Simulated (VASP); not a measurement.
Runs of VASP 6.6.1 on SrTiO3 (Tausonite). The structure is that of space group Pm-3m (No. 221), or close to it. The cells are those of the table. 

| task | spin | cell | k mesh | cutoff (eV) | smearing | gap on the mesh (eV) | pressure (GPa) |
| --- | --- | --- | --- | --- | --- | --- | --- |
| single point | off | a = 3.919 Å, 5 atoms | 8 × 8 × 8 | 520 | gaussian 0.02 eV | 1.84 | 2.9 |
| single point | off | a = 3.936 Å, 5 atoms | 8 × 8 × 8 | 520 | gaussian 0.02 eV | (a) | 0.6 |
| relaxation of cell and atoms | off | relaxed to 2.3 GPa from a = 3.918 Å, 5 atoms | 8 × 8 × 8 | 600 | gaussian 0.01 eV | 1.83 | 2.3 |
| single point | off | a = 3.918 Å, 5 atoms | 6 × 6 × 6 | 520 | gaussian 0.1 eV | 1.84 | 3.1 |
| single point | non-collinear, zero start, SOC | a = 3.936 Å, 5 atoms | 8 × 8 × 8 | 520 | gaussian 0.02 eV | - | 0.6 |

Alike in all rows: level PBE; potentials or basis VASP PAW PBE potentials, release 64 (Sr_sv, Ti_sv, O).

Fill in the values left out.

(a) 1.81.

Caveats: the cell is relaxed towards a set pressure, so the enthalpy falls and the energy may rise (some runs).

A k mesh can miss the band edges, and rows without SOC leave out spin-orbit coupling on Sr.
